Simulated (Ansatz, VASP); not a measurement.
Cl: VASP beside Ansatz

```xyz
8
Lattice="4.3982 0.0000 0.0000 -2.1991 3.8089 0.0000 0.0000 0.0000 18.2358" Properties=species:S:1:pos:R:3 pbc="T T T"
Cl    0.0000    0.0000    1.0051
Cl    0.0000    0.0000   10.1230
Cl    0.0000    0.0000    8.1128
Cl    0.0000    0.0000   17.2307
Cl    0.0000    2.5393    3.5538
Cl    2.1991    1.2696   12.6717
Cl    0.0000    2.5393    5.5641
Cl    2.1991    1.2696   14.6820
```

Alike in both runs: task relaxation of cell and atoms; functional PBE; k mesh 9 × 9 × 2; occupations gaussian, width 0.02 eV; no spin polarisation.

```csv
,VASP,Ansatz
version,VASP 6.6.1,Ansatz 0.2.0
potentials or method,"VASP PAW PBE potentials, release 64 (Cl), cutoff 600 eV","scalar-relativistic, plane waves, PAW"
valence electrons in the cell,56,56
```

Ansatz gave:

| Item | Value |
| --- | --- |
| gap on the k mesh at the Fermi level, each at its own relaxed structure (eV) | 2.05 |
| relaxed volume (Å³/atom) | 39.72 |
| relaxed cell length with the largest relative difference (Å) | 4.453 |

Task: Estimate VASP's values.

Result: gap on the k mesh at the Fermi level, each at its own relaxed structure (eV): 2.15; relaxed volume (Å³/atom): 39.61; relaxed cell length with the largest relative difference (Å): 4.444.
